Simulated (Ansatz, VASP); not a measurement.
**HfCuSi3 in VASP and in Ansatz**

```
CELL_PARAMETERS angstrom
3.75607 0.00000 0.00000
0.00000 3.75607 0.00000
0.00000 0.00000 5.83287
ATOMIC_POSITIONS crystal
Hf 0.00000 0.00000 0.01922
Si 0.50000 0.50000 0.03840
Si 0.00000 0.50000 0.37818
Si 0.50000 0.00000 0.37818
Cu 0.50000 0.50000 0.64602
```

Alike in both runs: task relaxation of cell and atoms; functional PBE; k mesh 10 × 10 × 6; occupations gaussian, width 0.1 eV; no spin polarisation.

```csv
,VASP,Ansatz
version,VASP 6.6.1,Ansatz 0.2.0
potentials or method,"VASP PAW PBE potentials, release 64 (Hf_pv, Si, Cu), cutoff 600 eV","scalar-relativistic, plane waves, PAW"
valence electrons in the cell,33,57
```

|  | VASP | Ansatz | Ansatz less VASP |
| --- | --- | --- | --- |
| gap on the k mesh at the Fermi level, each at its own relaxed structure (eV) | none | none | - |
| relaxed volume (Å³/atom) | 16.60 | 16.64 | +0.040 |
| relaxed cell length with the largest relative difference (Å) | 6.022 | 6.039 | +0.0177 |

A gap of «none» marks a metal or a gap that the smearing closes. VASP's potentials hold 33 valence electrons a cell and Ansatz's 57, so a difference there can come from the potentials and not from the codes.

Spin-orbit coupling is off throughout.
